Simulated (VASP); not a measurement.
## Sn: single point with PBE

The system is Sn.

```xyz
2
Lattice="2.7069 0.0000 0.0000 -1.3535 2.3443 0.0000 0.0000 0.0000 4.3692" Properties=species:S:1:pos:R:3 pbc="T T T"
Sn    0.0000    1.5628    1.0923
Sn    1.3535    0.7814    3.2769
```

This cell differs from its parent crystal: volume scaled by 0.5.

```yaml
Program: VASP 6.6.1
Task: single point
Functional: PBE
Potentials_or_basis: VASP PAW PBE potentials, release 64 (Sn_d)
Cutoff: 520 eV
k_mesh: 13 × 13 × 7
Occupations: fermi-dirac, width 0.05 eV
Spin: no spin polarisation
Dipole_correction: no
Further_INCAR_settings: ALGO = Normal; EDIFF = 1e-07; NBANDS = 21
```

```json
{
  "Pressure": "173.3 GPa",
  "Band gap on the k mesh": "zero (band 14 reaches 29.35 eV, above the bottom of band 15 at 15.99 eV)"
}
```

Stress tensor (GPa, compression positive):
```
173.07   0.00   0.00
  0.00 173.07   0.00
  0.00   0.00 173.77
```

Levels at points of the mesh, in eV from the Fermi level:
| k point | band 11 | band 12 | band 13 | band 14 | band 15 | band 16 | band 17 | band 18 |
| --- | --- | --- | --- | --- | --- | --- | --- | --- |
| (0.00, 0.00, 0.00) | -18.52 | -9.80 | -8.27 | 9.30 | 9.73 | 9.73 | 11.18 | 11.48 |

Wall time 73 s on 1 thread of AMD EPYC 7R13 (shared host), peak memory 0.13 GiB.

Caveat: spin-orbit coupling is left out, which moves the levels of the heavy elements.
